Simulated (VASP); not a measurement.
**ZrC: single point with LDA**

The system is ZrC.

```
CELL_PARAMETERS angstrom
0.00000 2.38066 2.38066
2.38066 0.00000 2.38066
2.38066 2.38066 0.00000
ATOMIC_POSITIONS crystal
Zr 0.50000 0.50000 0.50000
C 0.00000 0.00000 0.00000
```

| Item | Value |
| --- | --- |
| Program | VASP 6.6.1 |
| Task | single point |
| Functional | LDA |
| Potentials or basis | VASP PAW LDA potentials, release 64 (Zr_sv, C) |
| Cutoff | 520 eV |
| k mesh | 10 × 10 × 10 |
| Occupations | fermi-dirac, width 0.05 eV |
| Spin | no spin polarisation |

```json
{
 "Pressure": "-15.7 GPa",
 "Band gap on the k mesh": "zero (band 8 reaches 9.94 eV, above the bottom of band 9 at 8.68 eV)"
}
```

Levels at points of the mesh, in eV from the Fermi level:
| k point | band 6 | band 7 | band 8 | band 9 | band 10 | band 11 |
| --- | --- | --- | --- | --- | --- | --- |
| (0.00, 0.00, 0.00) | 0.92 | 0.92 | 0.92 | 1.01 | 1.01 | 1.01 |
| (0.50, 0.00, 0.00) | -5.16 | -2.82 | -2.82 | 4.24 | 4.24 | 5.04 |
| (0.50, 0.50, 0.00) | -2.08 | -1.70 | 0.03 | 0.03 | 4.24 | 5.34 |

Run time: 77 s on 1 thread of Intel Xeon 8259CL, with other jobs on the host, peak memory 0.15 GiB.
